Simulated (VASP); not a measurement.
Crystal: Ba2ReTe4.

```
CELL_PARAMETERS angstrom
6.61155 0.00000 0.00000
-3.30577 5.72577 0.00000
0.00000 0.00000 5.97074
ATOMIC_POSITIONS crystal
Ba 0.33333 0.66667 0.50000
Ba 0.66667 0.33333 0.50000
Re 0.00000 0.00000 0.50000
Te 0.50000 0.00000 0.00000
Te 0.00000 0.50000 0.00000
Te 0.50000 0.50000 0.00000
Te 0.00000 0.00000 0.00000
```

The cell was built from a structure type or drawn by symmetry, and may not be a known phase.

```yaml
Program: VASP 6.6.1
Task: relaxation of cell and atoms
Functional: PBE
Potentials_or_basis: VASP PAW PBE potentials, release 64 (Ba_sv, Re, Te)
Cutoff: 600 eV
k_mesh: 3 × 3 × 4
Occupations: gaussian, width 0.1 eV
Spin: no spin polarisation
```

At the start: pressure -0.8 GPa; volume 32.29 Å³/atom.

Task: Where does the relaxation end?

Result: Over 8 steps the energy falls by 211.8 meV/atom and the volume is 37.36 Å³/atom (+15.7 %); space group P6/mmm (No. 191, to 0.1 Å) before and after.

Step by step:
| step | energy change (eV) | largest force (eV/Å) | pressure (GPa) | volume (Å³) |
| --- | --- | --- | --- | --- |
| 1 | 0.0000 | 0.0000 | -0.83 | 226.03 |
| 2 | -0.6750 | 0.0000 | 1.37 | 219.99 |
| 3 | -0.8638 | 0.0000 | 4.09 | 215.19 |
| 4 | -1.2382 | 0.0000 | 2.63 | 230.26 |
| 5 | -1.4030 | 0.0000 | 2.01 | 247.45 |
| 6 | -1.4093 | 0.0000 | 1.98 | 253.06 |
| 7 | -1.4271 | 0.0000 | -1.35 | 269.38 |
| 8 | -1.4824 | 0.0000 | 0.07 | 261.52 |

Final structure:
```cif
data_structure
_symmetry_space_group_name_H-M 'P 1'
_symmetry_Int_Tables_number 1
_cell_length_a 7.6786
_cell_length_b 7.6786
_cell_length_c 5.1216
_cell_angle_alpha 90.000
_cell_angle_beta 90.000
_cell_angle_gamma 120.000
_cell_volume 261.52
loop_
_atom_site_label
_atom_site_type_symbol
_atom_site_fract_x
_atom_site_fract_y
_atom_site_fract_z
_atom_site_occupancy
Ba1 Ba 0.33333 0.66667 0.50000 1
Ba2 Ba 0.66667 0.33333 0.50000 1
Re1 Re 0.00000 0.00000 0.50000 1
Te1 Te 0.50000 0.00000 0.00000 1
Te2 Te 0.00000 0.50000 0.00000 1
Te3 Te 0.50000 0.50000 0.00000 1
Te4 Te 0.00000 0.00000 0.00000 1
```

Caveat: the k points lie up to 0.31 Å⁻¹ apart in the final cell, too coarse for converged energies and pressures of a metal; the volume moved by over 15 % at a fixed basis, so the end points are rough.
